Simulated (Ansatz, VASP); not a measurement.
One calculation of MnO, two programs

```
Mn O
1.0
     3.07796    0.00000    0.00000
    -1.53898    2.66559    0.00000
     0.00000    0.00000    5.29956
Mn O
2 2
Direct
  0.00000 0.00000 0.00000
  0.00000 0.00000 0.50000
  0.34834 0.69668 0.25000
  0.66667 0.33333 0.75000
```

Alike in both runs: task single point; functional PBE; k mesh 12 × 12 × 8; occupations gaussian, width 0.05 eV; collinear spin.

|  | VASP | Ansatz |
| --- | --- | --- |
| version | VASP 6.6.1 | Ansatz 0.2.0 |
| potentials or method | VASP PAW PBE potentials, release 64 (Mn_pv, O), cutoff 520 eV | scalar-relativistic, plane waves, PAW |
| valence electrons in the cell | 38 | 42 |

```tsv
	VASP	Ansatz	Ansatz less VASP
gap on the k mesh at the Fermi level (eV)	0.84	0.84	-0.002
least direct gap on the mesh (eV)	0.84	0.84	-0.002
pressure (GPa)	0.2	0.0	-0.23
traceless stress, the component that is largest in VASP (GPa)	-0.44	-0.44	+0.001
rms of the force components (eV/Å)	0.036	0.032	-0.0039
net moment per atom (μB)	0.00	0.00	0.000
size of the moment on the site where the two differ most (μB)	4.22	3.93	-0.291
```

Site moments also hang on the region over which each program counts them. Atom by atom the forces differ by 0.004 eV/Å (rms over components). VASP's potentials hold 38 valence electrons a cell and Ansatz's 42, so a difference there can come from the potentials and not from the codes.
